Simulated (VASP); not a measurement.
A run of VASP 6.6.1 is set up as follows.

Contents of INCAR:

```
SYSTEM = Ga2Sb2CO
PREC     = Accurate       ! precision mode
ENCUT    = 520            ! plane-wave cutoff, eV
EDIFF    = 1E-7           ! SCF threshold, eV
ISMEAR   = 0              ! smearing method
SIGMA    = 0.1            ! smearing width, eV
LREAL    = .FALSE.        ! projectors in reciprocal space
LASPH    = .TRUE.         ! aspherical terms in the spheres
NELM     = 100            ! most SCF steps
ALGO     = Normal         ! electronic algorithm
ISIF     = 2              ! what is computed and relaxed
LWAVE    = .FALSE.        ! write WAVECAR
LCHARG   = .TRUE.         ! write CHGCAR
LDIPOL   = .TRUE.       
IDIPOL   = 3            
DIPOL    = 0.5 0.5 0.361
GGA      = PE             ! functional
IVDW     = 12             ! dispersion correction
LELF     = .TRUE.         ! ELF
LVHAR    = .TRUE.       
LVACPOTAV= .TRUE.       
NBANDS   = 32             ! bands
```

File KPOINTS:

```
regular mesh
0
G
  6 6 1
  0 0 0
```

File POSCAR:

```
Ga2Sb2CO
1.0
    4.3343814621      0.0000000000      0.0000000000
   -2.1671907311      3.7536844559      0.0000000000
    0.0000000000      0.0000000000     23.3197422777
Sb Ga O C
2 2 1 1
Direct
    0.0000000000      0.0000000000      0.1715284823
    0.3333333333      0.6666666667      0.3301590654
    0.3333333333      0.6666666667      0.2094685204
    0.6666666667      0.3333333333      0.3632005095
    1.3333333333      0.6666666667      0.5218643557
    1.3333333333      0.6666666667      0.5711787943
```

Potentials or basis: VASP PAW PBE potentials, release 64 (Sb, Ga_d, O, C).

Command:

```bash
$ cat potpaw_PBE.64/Sb/POTCAR potpaw_PBE.64/Ga_d/POTCAR potpaw_PBE.64/O/POTCAR potpaw_PBE.64/C/POTCAR > POTCAR
$ mpirun -np 1 vasp_std > vasp.out
```

Problem. Predict the band gap on the k mesh.

Solution. 0.04 eV, indirect (least direct gap 0.15 eV).

Problem. Estimate the largest force.

Solution. 0.715 eV/Å.

Problem. What does it give for the dispersion energy per atom?

Solution. -0.162 eV.

Forces on the atoms (eV/Å):
```
Sb   0.000  0.000  0.168
Sb   0.000  0.000 -0.024
Ga   0.000  0.000 -0.143
Ga   0.000  0.000  0.022
O    0.000  0.000  0.692
C    0.000  0.000 -0.715
```

Caveat: spin-orbit coupling is left out, which moves the levels of the heavy elements.
